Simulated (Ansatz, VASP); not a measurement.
Two plane-wave programs on Ga

The input POSCAR:

```
Ga
1.0
   -1.3561377546      1.3561377546      2.2640427644
    1.3561377546     -1.3561377546      2.2640427644
    1.3561377546      1.3561377546     -2.2640427644
Ga
1
Direct
    0.0000000000      0.0000000000      0.0000000000
```

The input INCAR.step1:

```
ALGO     = Normal         # electronic algorithm
EDIFF    = 1E-5           # SCF threshold, eV
ENCUT    = 520            # plane-wave cutoff, eV
GGA      = PE             # functional
ISIF     = 2              # what is computed and relaxed
ISMEAR   = -1             # smearing method
LASPH    = T              # aspherical terms in the spheres
LCHARG   = F              # write CHGCAR
LREAL    = F              # projectors in reciprocal space
LWAVE    = T              # write WAVECAR
NBANDS   = 12             # bands
NELM     = 100            # most SCF steps
PREC     = Accurate       # precision mode
SIGMA    = 0.05           # smearing width, eV
```

The input INCAR.step2:

```
AEXX     = 0.25           # exact-exchange fraction
ALGO     = Normal         # electronic algorithm
EDIFF    = 1E-6           # SCF threshold, eV
ENCUT    = 520            # plane-wave cutoff, eV
GGA      = PE             # functional
ISIF     = 2              # what is computed and relaxed
ISMEAR   = -1             # smearing method
ISTART   = 1            
LASPH    = T              # aspherical terms in the spheres
LCHARG   = F              # write CHGCAR
LHFCALC  = T              # exact exchange
LREAL    = F              # projectors in reciprocal space
LWAVE    = F              # write WAVECAR
NBANDS   = 12             # bands
NELM     = 100            # most SCF steps
PREC     = Accurate       # precision mode
PRECFOCK = Normal       
SIGMA    = 0.05           # smearing width, eV
```

File KPOINTS:

```
k-points
0
Gamma
  6 6 6
```

Contents of input.yaml:

```yaml
crystal:
  lattice:
    - [-1.3561377546, 1.3561377546, 2.2640427644]
    - [1.3561377546, -1.3561377546, 2.2640427644]
    - [1.3561377546, 1.3561377546, -2.2640427644]
  atoms:
    - { symbol: Ga, position: [0.0, 0.0, 0.0] }
hamiltonian:
  xc: pbe0
  pseudopotentials: { kind: paw }
kpoints:
  mp_grid: { grid: [6, 6, 6] }
scf:
  occupations: { method: fermi_dirac, width: 0.05 }
output:
  forces: true
  stress: true
  eigenvalues: true
  write_density: true
  write_potential: true
  elf: true
  volumetric_format: npy
```

Alike in both runs: task single point; functional PBE0; k mesh 6 × 6 × 6; occupations fermi-dirac, width 0.05 eV; no spin polarisation.

```csv
,VASP,Ansatz
version,VASP 6.6.1,Ansatz 0.2.0
potentials or method,"VASP PAW PBE potentials, release 64 (Ga_d)",Ansatz PAW
plane-wave cutoff (eV),520,420
valence electrons in the cell,13,13
```

|  | VASP | Ansatz | Ansatz less VASP |
| --- | --- | --- | --- |
| gap on the k mesh at the Fermi level (eV) | none | none | - |
| pressure (GPa) | 8.2 | 8.0 | -0.19 |
| traceless stress, the component that is largest in VASP (GPa) | -10.48 | -10.46 | +0.015 |

A gap of «none» marks a metal or a gap that the smearing closes. The functional is the same, so the differences come from potentials, cutoffs and numerics.

The k mesh is coarse, so the values compare programs but aren't converged.
